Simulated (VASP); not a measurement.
Set up this calculation in VASP 6.6.1, as the native input.

```
Task                   : electric field gradients
Functional             : PBE
Potentials or basis    : VASP PAW PBE potentials, release 64 (Fe, Co)
Cutoff                 : 520 eV
k mesh                 : 11 × 11 × 11, shifted
Occupations            : fermi-dirac, width 0.05 eV
Spin                   : collinear spin, ferromagnetic start
Starting moments       : [3.0, 2.0] μB
Dipole correction      : no
Further INCAR settings : ALGO = Normal; EDIFF = 1e-08; NBANDS = 20
```

The structure of FeCo lies in POSCAR:

```
FeCo
1.0
    2.8329904615      0.0000000000      0.0000000000
    0.0000000000      2.8329904615      0.0000000000
    0.0000000000      0.0000000000      2.8329904615
Fe Co
1 1
Direct
    0.5000000000      0.5000000000      0.5000000000
    0.0000000000      0.0000000000      0.0000000000
```

These files were run (other wordings do the same):

INCAR

```
SYSTEM = FeCo
PREC = Accurate
ENCUT = 520
EDIFF = 1E-8
ISMEAR = -1
SIGMA = 0.05
LREAL = .FALSE.
LASPH = .TRUE.
NELM = 200
ALGO = Normal
ISIF = 2
LWAVE = .FALSE.
LCHARG = .FALSE.
ISPIN = 2
MAGMOM = 3 2
LORBIT = 11
LMAXMIX = 4
GGA = PE
LEFG = .TRUE.
NBANDS = 20
GGA_COMPAT = .FALSE.
```

KPOINTS

```
Automatic mesh
0
Gamma
  11 11 11
  0.5 0.5 0.5
```

Potentials or basis: VASP PAW PBE potentials, release 64 (Fe, Co).

Command:

```console
$ cat potpaw_PBE.64/Fe/POTCAR potpaw_PBE.64/Co/POTCAR > POTCAR
$ mpirun -np 1 vasp_std > vasp.out
```

It gave:

| Property | Result |
| --- | --- |
| Pressure | 2.3 GPa |
| Net moment | 4.53 μB per cell |
| Site moments | Fe +2.78; Co +1.76 μB |
| Largest electric field gradient by atom | zero within the noise of the run |
| Valence electrons inside the program's atomic spheres | Fe 7.18; Co 8.26 |

Run time: 51 s on 1 thread of AMD EPYC 7R13 Processor (Zen 3), with other jobs on the host, peak memory 0.15 GiB.
